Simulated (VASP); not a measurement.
Crystal: NdHf.

```
CELL_PARAMETERS angstrom
3.71465 0.00000 0.00000
0.00000 3.71465 0.00000
0.00000 0.00000 3.59253
ATOMIC_POSITIONS crystal
Nd 0.00000 0.00000 0.00000
Hf 0.50000 0.50000 0.50000
```

The cell was built from a structure type or drawn by symmetry, and may not be a known phase.

- Program: VASP 6.6.1
- Task: relaxation of cell and atoms
- Functional: PBE
- Potentials or basis: VASP PAW PBE potentials, release 64 (Nd, Hf_pv)
- Cutoff: 600 eV
- k mesh: 5 × 5 × 5
- Occupations: gaussian, width 0.2 eV
- Spin: no spin polarisation

At the start: pressure 0.1 GPa; volume 24.79 Å³/atom.

Where does the relaxation end?

Over 17 steps the energy falls by 59.1 meV/atom and the volume is 24.42 Å³/atom (-1.5 %); space group P4/mmm (No. 123, to 0.1 Å) before and after.

Step by step:
```tsv
step	energy change (eV)	largest force (eV/Å)	pressure (GPa)	volume (Å³)
1	0.0000	0.0000	0.08	49.57
2	-0.1391	0.0000	18.24	49.66
3	-0.1265	0.0000	17.94	49.85
4	-0.1121	0.0000	-1.14	49.98
5	-0.1146	0.0000	-1.05	49.98
6	-0.1078	0.0000	-0.17	48.50
7	-0.1172	0.0000	-0.56	48.99
8	-0.1171	0.0000	0.42	48.89
9	-0.1173	0.0000	-0.32	48.97
10	-0.1178	0.0000	0.42	48.59
11	-0.1179	0.0000	1.27	48.74
12	-0.1177	0.0000	0.24	48.85
13	-0.1178	0.0000	0.20	48.83
14	-0.1179	0.0000	2.83	48.79
15	-0.1178	0.0000	-0.57	48.83
16	-0.1178	0.0000	0.54	48.81
17	-0.1183	0.0000	0.14	48.84
```

Final structure:
```xyz
2
Lattice="3.9120 0.0000 0.0000 0.0000 3.9120 0.0000 0.0000 0.0000 3.1918" Properties=species:S:1:pos:R:3 pbc="T T T"
Nd    0.0000    3.9120    0.0000
Hf    1.9560    1.9560    1.5959
```

Caveat: semilocal functionals describe open f shells poorly, which spoils levels, moments and volumes.
